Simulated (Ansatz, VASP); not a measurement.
**Two plane-wave programs on Si**

```
Si
1.0
    -3.30127    3.30127    1.90836
     3.30127   -3.30127    1.90836
     3.30127    3.30127   -1.90836
Si
4
Direct
  0.17884 0.17884 0.35769
  0.82116 0.82116 0.64231
  0.17884 0.82116 0.00000
  0.82116 0.17884 0.00000
```

Alike in both runs: functional LDA; k mesh 10 × 10 × 10; occupations gaussian, width 0.01 eV; no spin polarisation.

Ansatz relaxed the structure, and its values are those at the end. VASP's run is a single point on that final structure, the one shown.

|  | VASP | Ansatz |
| --- | --- | --- |
| version | VASP 6.6.1 | Ansatz 0.2.0 |
| potentials or method | VASP PAW LDA potentials, release 64 (Si), cutoff 520 eV | scalar-relativistic, plane waves, PAW |
| valence electrons in the cell | 16 | 16 |

```tsv
	VASP	Ansatz	Ansatz less VASP
gap on the k mesh at the Fermi level (eV)	0.20	0.20	+0.005
least direct gap on the mesh (eV)	0.26	0.26	+0.002
pressure (GPa)	0.1	0.0	-0.04
```

LDA's correlation is that of Perdew and Zunger in VASP and of Perdew and Wang (1992) in Ansatz.
